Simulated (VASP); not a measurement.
A run of VASP 6.6.1 is set up as follows.

INCAR

```
SYSTEM = YSb
  PREC = Accurate
  ENCUT = 500
  EDIFF = 1E-6
  ISMEAR = 0
  SIGMA = 0.05
  LREAL = .FALSE.
  LASPH = .TRUE.
  NELM = 120
  ALGO = Normal
  ISIF = 2
  LWAVE = .FALSE.
  LCHARG = .FALSE.
  NBANDS = 15
  GGA_COMPAT = .FALSE.
```

KPOINTS

```
regular mesh
0
G
  7 7 7
  0 0 0
```

The input POSCAR:

```
YSb
1.0
    0.0000000000      3.0156057607      3.0156057607
    3.0156057607      0.0000000000      3.0156057607
    3.0156057607      3.0156057607      0.0000000000
Y Sb
1 1
Direct
    0.5000000000      0.5000000000      0.5000000000
    0.0000000000      0.0000000000      0.0000000000
```

Potentials or basis: VASP PAW LDA potentials, release 64 (Y_sv, Sb).

The run is started by

```bash
$ cat potpaw_LDA.64/Y_sv/POTCAR potpaw_LDA.64/Sb/POTCAR > POTCAR
$ mpirun -np 1 vasp_std > vasp.out
```

(1) Predict the band gap on the k mesh.

(2) Predict the pressure.

Answers

(1) zero (bands 8 and 9 overlap by 1.46 eV).

(2) 1.2 GPa.

Caveat: spin-orbit coupling is left out, which moves the levels of the heavy elements.
